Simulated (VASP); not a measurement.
# Ag (Fd-3m) in VASP: further runs, part 2 of 2

VASP 6.6.1. Earlier steps stand in the parts before.

### Step 5. Single point, LDA (volume scaled by 0.6)

INCAR

```
SYSTEM = Ag
PREC = Accurate
ENCUT = 520
EDIFF = 1E-6
ISMEAR = -1
SIGMA = 0.05
LREAL = .False.
LASPH = .True.
NELM = 80
ALGO = Normal
ISIF = 2
LWAVE = .False.
LCHARG = .False.
NBANDS = 18
```

KPOINTS

```
Automatic mesh
0
Gamma
  13 13 13
  0 0 0
```

POSCAR

```
Ag
1.0
    0.0000000000      2.5008945276      2.5008945276
    2.5008945276      0.0000000000      2.5008945276
    2.5008945276      2.5008945276      0.0000000000
Ag
2
Direct
   -0.1250000000     -0.1250000000     -0.1250000000
    0.1250000000      0.1250000000      0.1250000000
```

Potentials or basis: VASP PAW LDA potentials, release 64 (Ag).

Command:

```sh
cat potpaw_LDA.64/Ag/POTCAR > POTCAR
mpirun -np 1 vasp_std > vasp.out
```

OUTCAR:

```text
SYSTEM = Ag
   PREC = Accurate
   ENCUT = 520
   EDIFF = 1E-6
   ISMEAR = -1
   LREAL = .False.
   LASPH = .True.
   NELM = 80
   ISIF = 2

 ion  position               nearest neighbor table
   1  0.875  0.875  0.875-   2 2.17   2 2.17   2 2.17   2 2.17
   2  0.125  0.125  0.125-   1 2.17   1 2.17   1 2.17   1 2.17

  LATTYP: Found a face centered cubic cell.
 ALAT       =     5.0017890552

  Lattice vectors:

 A1 = (   0.0000000000,   2.5008945276,   2.5008945276)
 A2 = (   2.5008945276,   0.0000000000,   2.5008945276)
 A3 = (   2.5008945276,   2.5008945276,   0.0000000000)

Analysis of symmetry for initial positions (statically):
=====================================================================
 Subroutine PRICEL returns:
 Original cell was already a primitive cell.

 Routine SETGRP: Setting up the symmetry group for a
 face centered cubic supercell.

 Subroutine GETGRP returns: Found 48 space group operations
 (whereof 12 operations were pure point group operations)
 out of a pool of 48 trial point group operations.

The static configuration has the point symmetry D_3d.
 The point group associated with its full space group is O_h .

Analysis of symmetry for dynamics (positions and initial velocities):
=====================================================================
 Subroutine PRICEL returns:
 Original cell was already a primitive cell.

 Routine SETGRP: Setting up the symmetry group for a
 face centered cubic supercell.

 Subroutine GETGRP returns: Found 48 space group operations
 (whereof 12 operations were pure point group operations)
 out of a pool of 48 trial point group operations.

The dynamic configuration has the point symmetry D_3d.
 The point group associated with its full space group is O_h .

 Subroutine INISYM returns: Found 48 space group operations
 (whereof 12 operations are pure point group operations),
 and found     1 'primitive' translations

----------------------------------------------------------------------------------------

                                     Primitive cell

  volume of cell :      31.2836

  direct lattice vectors                    reciprocal lattice vectors
     0.000000000  2.500894528  2.500894528    -0.199928463  0.199928463  0.199928463
     2.500894528  0.000000000  2.500894528     0.199928463 -0.199928463  0.199928463
     2.500894528  2.500894528  0.000000000     0.199928463  0.199928463 -0.199928463

  length of vectors
     3.536798959  3.536798959  3.536798959     0.346286256  0.346286256  0.346286256

  position of ions in fractional coordinates (direct lattice)
     0.875000000  0.875000000  0.875000000
     0.125000000  0.125000000  0.125000000

  ion indices of the primitive-cell ions
   primitive index   ion index
                 1           1
                 2           2

----------------------------------------------------------------------------------------

 KPOINTS: Automatic mesh

Automatic generation of k-mesh.
 Grid dimensions read from file:
 generate k-points for:   13   13   13

 Generating k-lattice:

  Cartesian coordinates                     Fractional coordinates (reciprocal lattice)
    -0.015379113  0.015379113  0.015379113     0.076923077  0.000000000  0.000000000
     0.015379113 -0.015379113  0.015379113     0.000000000  0.076923077  0.000000000
     0.015379113  0.015379113 -0.015379113     0.000000000  0.000000000  0.076923077

  Length of vectors
     0.026637404  0.026637404  0.026637404

  Shift w.r.t. Gamma in fractional coordinates (k-lattice)
     0.000000000  0.000000000  0.000000000

 Subroutine IBZKPT returns following result:
 ===========================================

 Found     84 irreducible k-points:

 Following reciprocal coordinates:
            Coordinates               Weight
  0.000000  0.000000  0.000000      1.000000
  0.076923  0.000000  0.000000      8.000000
  0.153846  0.000000  0.000000      8.000000
  0.230769  0.000000  0.000000      8.000000
  0.307692  0.000000  0.000000      8.000000
  0.384615  0.000000  0.000000      8.000000
[... 16 lines left out ...]
  0.384615  0.153846  0.000000     24.000000
  0.461538  0.153846  0.000000     24.000000
 [... further k-points ...]
   k-points           NKPTS =     84   k-points in BZ     NKDIM =     84   number of bands    NBANDS=     18
   number of dos      NEDOS =    301   number of ions     NIONS =      2
   total plane-waves  NPLWV =  21952
   dimension x,y,z NGX =    28 NGY =   28 NGZ =   28
   dimension x,y,z NGXF=    56 NGYF=   56 NGZF=   56
   ions per type =               2
   NGX,Y,Z   is equivalent  to a cutoff of  13.16, 13.16, 13.16 a.u.
   NGXF,Y,Z  is equivalent  to a cutoff of  26.32, 26.32, 26.32 a.u.
 SYSTEM =  Ag
   PREC   = accura    normal or accurate (medium, high low for compatibility)
   ISTART =      0    job   : 0-new  1-cont  2-samecut
   ICHARG =      2    charge: 1-file 2-atom 10-const
   ISPIN  =      1    spin polarized calculation?
   LNONCOLLINEAR =      F non collinear calculations
   LSORBIT =      F    spin-orbit coupling
   LASPH  =      T    aspherical Exc in radial PAW
   ENCUT  =  520.0 eV  38.22 Ry    6.18 a.u.   6.58  6.58  6.58*2*pi/ulx,y,z
   NELM   =     80;   NELMIN=  2; NELMDL= -5     # of ELM steps
   EDIFF  = 0.1E-05   stopping-criterion for ELM
   LREAL  =      F    real-space projection
   EDIFFG = 0.1E-04   stopping-criterion for IOM
   NSW    =      0    number of steps for IOM
   IBRION =     -1    ionic relax: 0-MD 1-quasi-New 2-CG
   NFREE  =      0    steps in history (QN), initial steepest desc. (CG)
   ISIF   =      2    stress and relaxation
   ISYM   =      2    0-nonsym 1-usesym 2-fastsym
   POTIM  = 0.5000    time-step for ionic-motion
   TEBEG  =    0.0;   TEEND  =   0.0 temperature during run
   PSTRESS=    0.0 pullay stress
   NELECT =      22.0000    total number of electrons
   NUPDOWN=      -1.0000    fix difference up-down
   EMIN   =  10.00;   EMAX   =-10.00  energy-range for DOS
   EFERMI =   0.00;   METHOD = LEGACY
   ISMEAR =    -1;   SIGMA  =   0.05  broadening in eV -4-tet -1-fermi 0-gaus
   EFERMI_NEDOS =   21; number of points for ismear=-14 and -15
   IALGO  =     38    algorithm
   IMIX   =      4    mixing-type and parameters
     AMIX     =   0.40;   BMIX     =  1.00
     AMIX_MAG =   1.60;   BMIX_MAG =  1.00
  volume/ion in A,a.u.               =      15.64       105.56
  Fermi-wavevector in a.u.,A,eV,Ry     =   1.455829  2.751118 28.836704  2.119438
  Thomas-Fermi vector in A             =   2.572818
   LORBIT       =      0    0 simple, 1 ext, 2 COOP (PROOUT), +10 PAW based schemes
   GGA     = CA    functional components
   LHFCALC =     F    Hartree Fock is set to
   AEXX    =    0.0000 exact exchange contribution
   IVDW    =     0    specifies the selected vdW correction
   LEPSILON=     F    determine dielectric tensor
   LRPA    =     F    only Hartree local field effects (RPA)
 non-spin polarized calculation
  energy-cutoff  :      520.00
  volume of cell :       31.28
 maximum number of plane-waves:       877
   NGX = 13   NGY = 13   NGZ = 13

 number of electron      21.9999995 magnetization

 Free energy of the ion-electron system (eV)
  ---------------------------------------------------
  ext. energy  EPLUGINS =         0.00000000
  ---------------------------------------------------
  free energy    TOTEN  =        -1.46348676 eV

  energy without entropy =       -1.45798847  energy(sigma->0) =       -1.46073761

 E-fermi :   9.9481     XC(G=0): -12.7533

 val. band max:        9.9062769525   @ k =  -0.3846   0.3077   0.0769
 cond. band min:       9.9653499357   @ k =  -0.3846   0.3846   0.0769
 fundamental gap:      0.0590729831
 Fermi energy:         9.9481269794

 k-point     1 :       0.0000    0.0000    0.0000
  band No.  band energies     occupation
      1       1.3036      2.00000
      2       1.8754      2.00000
      3       1.8754      2.00000
      4       2.2942      2.00000
      5       2.2942      2.00000
      6       2.2942      2.00000
[... 10 lines left out ...]
     17      23.9150      0.00000
     18      23.9150      0.00000
[... 463 lines left out ...]
 k-point    24 :       0.4615    0.1538    0.0000
  band No.  band energies     occupation
      1       1.3246      2.00000
      2       1.9600      2.00000
      3       1.9995      2.00000
      4       2.6278      2.00000
      5       3.1644      2.00000
      6       3.4352      2.00000
[... 10 lines left out ...]
     17      26.0103      0.00000
     18      26.3957      0.00000

 [... further k-points ...]

------------------------ aborting loop because EDIFF is reached ----------------------------------------

  FORCE on cell =-STRESS in cart. coord.  units (eV):
  Direction    XX          YY          ZZ          XY          YZ          ZX
  --------------------------------------------------------------------------------------
  -------------------------------------------------------------------------------------
  Total       20.0938307     20.0938307     20.0938307      0.0000000      0.0000000     -0.0000000
  in kB     1029.0990943   1029.0990943   1029.0990943      0.0000000      0.0000000     -0.0000000
  external PRESSURE =    1029.0990943 kB  Pullay stress =       0.0000000 kB

 VOLUME and BASIS-vectors are now :
 -----------------------------------------------------------------------------
  energy-cutoff  :      520.00
  volume of cell :       31.28
      direct lattice vectors                 reciprocal lattice vectors
     0.000000000  2.500894528  2.500894528    -0.199928463  0.199928463  0.199928463
     2.500894528  0.000000000  2.500894528     0.199928463 -0.199928463  0.199928463
     2.500894528  2.500894528  0.000000000     0.199928463  0.199928463 -0.199928463

 POSITION                                       TOTAL-FORCE (eV/Angst)
 -----------------------------------------------------------------------------------
      4.37657      4.37657      4.37657        -0.000000     -0.000000     -0.000000
      0.62522      0.62522      0.62522         0.000000      0.000000      0.000000
 -----------------------------------------------------------------------------------
    total drift:                                0.000000     -0.000000     -0.000000

  FREE ENERGIE OF THE ION-ELECTRON SYSTEM (eV)
  ---------------------------------------------------
  free  energy   TOTEN  =        -1.4634867575 eV

  energy  without entropy=       -1.4579884687  energy(sigma->0) =       -1.46073761
```

stdout:

```text
POSCAR found type information on POSCAR Ag
 POSCAR found :  1 types and       2 ions
 scaLAPACK will be used
 LDA part: xc-table for (Slater(with rela. corr.)+CA(PZ))
 , standard interpolation
 POSCAR, INCAR and KPOINTS ok, starting setup
 FFT: planning ... GRIDC
 FFT: planning ... GRID_SOFT
 FFT: planning ... GRID
 WAVECAR not read
 entering main loop
```

Wall time 30 s (1 thread of AMD EPYC 7R13 (Zen 3), shared host); peak memory 0.14 GiB.

What came out:

* Free energy: -1.4635 eV
* Pressure: 102.9 GPa
* Band gap on the k mesh: zero (band 11 reaches 10.83 eV, above the bottom of band 12 at 9.75 eV)

### Step 6. Single point, LDA (volume scaled by 0.7)

INCAR

```
SYSTEM = Ag
PREC     = Accurate       ! precision mode
ENCUT    = 520            ! plane-wave cutoff, eV
EDIFF    = 1E-6           ! SCF threshold, eV
ISMEAR   = -1             ! smearing method
SIGMA    = 0.05           ! smearing width, eV
LREAL    = .False.        ! projectors in reciprocal space
LASPH    = .True.         ! aspherical terms in the spheres
NELM     = 80             ! most SCF steps
ALGO     = Normal         ! electronic algorithm
ISIF     = 2              ! what is computed and relaxed
LWAVE    = .False.        ! write WAVECAR
LCHARG   = .False.        ! write CHGCAR
GGA      = CA             ! functional
NBANDS   = 18             ! bands
```

KPOINTS

```
regular mesh
0
Gamma
  13 13 13
  0 0 0
```

POSCAR

```
Ag
1.0
    0.0000000000      2.6327581921      2.6327581921
    2.6327581921      0.0000000000      2.6327581921
    2.6327581921      2.6327581921      0.0000000000
Ag
2
Direct
   -0.1250000000     -0.1250000000     -0.1250000000
    0.1250000000      0.1250000000      0.1250000000
```

Potentials or basis: VASP PAW LDA potentials, release 64 (Ag).

Command:

```sh
cat potpaw_LDA.64/Ag/POTCAR > POTCAR
mpirun -np 1 vasp_std > vasp.out
```

It took 31 s on 1 thread of AMD EPYC 7R13 (Zen 3), shared host; peak memory 0.14 GiB.

It converged, with:

| Item | Value |
| --- | --- |
| Free energy | -3.8195 eV |
| Pressure | 48.2 GPa |
| Band gap on the k mesh | zero (band 11 reaches 8.24 eV, above the bottom of band 12 at 7.17 eV) |

Levels at points of the mesh, in eV from the Fermi level:
| k point | band 8 | band 9 | band 10 | band 11 | band 12 | band 13 | band 14 | band 15 |
| --- | --- | --- | --- | --- | --- | --- | --- | --- |
| (0.00, 0.00, 0.00) | -4.07 | -4.07 | -2.54 | -2.54 | 12.24 | 12.24 | 12.24 | 12.59 |

### Step 7. Summary

| cell | gap on the mesh (eV) | pressure (GPa) |
| --- | --- | --- |
| a = 3.090 Å, angles 60.0°, 2 atoms | none | 465.4 |
| a = 3.328 Å, angles 60.0°, 2 atoms | none | 218.1 |
| a = 3.537 Å, angles 60.0°, 2 atoms | none | 102.9 |
| a = 3.723 Å, angles 60.0°, 2 atoms | none | 48.2 |

Alike in all rows: task single point; level LDA; potentials or basis VASP PAW LDA potentials, release 64 (Ag); no spin polarisation; k mesh 13 × 13 × 13; cutoff (eV) 520; smearing fermi-dirac 0.05 eV.

Absolute energies hang on the potentials; compare differences alone.
